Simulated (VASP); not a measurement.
# B: single point with PBE

Crystal: B.

```
B
1.0
     4.29243    0.00000    0.00000
    -2.14622    3.71735    0.00000
     0.00000    0.00000    1.59835
B
3
Direct
  0.00000 0.00000 0.00000
  0.33333 0.66667 0.50000
  0.66667 0.33333 0.50000
```

This isn't the form of B at room conditions, which is rhombohedral.

```json
{
  "Program": "VASP 6.6.1",
  "Task": "single point",
  "Functional": "PBE",
  "Potentials or basis": "VASP PAW PBE potentials, release 64 (B)",
  "Cutoff": "520 eV",
  "k mesh": "12 × 12 × 26",
  "Occupations": "gaussian, width 0.1 eV",
  "Spin": "no spin polarisation"
}
```

* Pressure: -0.1 GPa
* Band gap on the k mesh: zero (an odd number of electrons rules out a gap without spin polarisation)

Stress tensor (GPa, compression positive):
```
-0.02  0.00  0.00
 0.00 -0.02  0.00
 0.00  0.00 -0.15
```

Levels at points of the mesh, in eV from the Fermi level:
| k point | band 3 | band 4 | band 5 | band 6 | band 7 | band 8 |
| --- | --- | --- | --- | --- | --- | --- |
| (0.00, 0.00, 0.00) | -6.48 | -4.77 | -4.77 | -4.76 | -4.76 | 5.42 |
| (0.50, 0.00, 0.00) | -7.98 | -7.18 | -0.26 | -0.26 | 1.55 | 1.59 |
| (0.00, 0.00, 0.50) | -3.05 | 3.97 | 6.45 | 6.45 | 6.85 | 7.67 |
| (0.50, 0.00, 0.50) | -3.94 | 3.30 | 5.19 | 5.23 | 5.39 | 6.99 |

Run time: 55 s on 1 thread of Intel Xeon 8259CL, with other jobs on the host, peak memory 0.18 GiB.
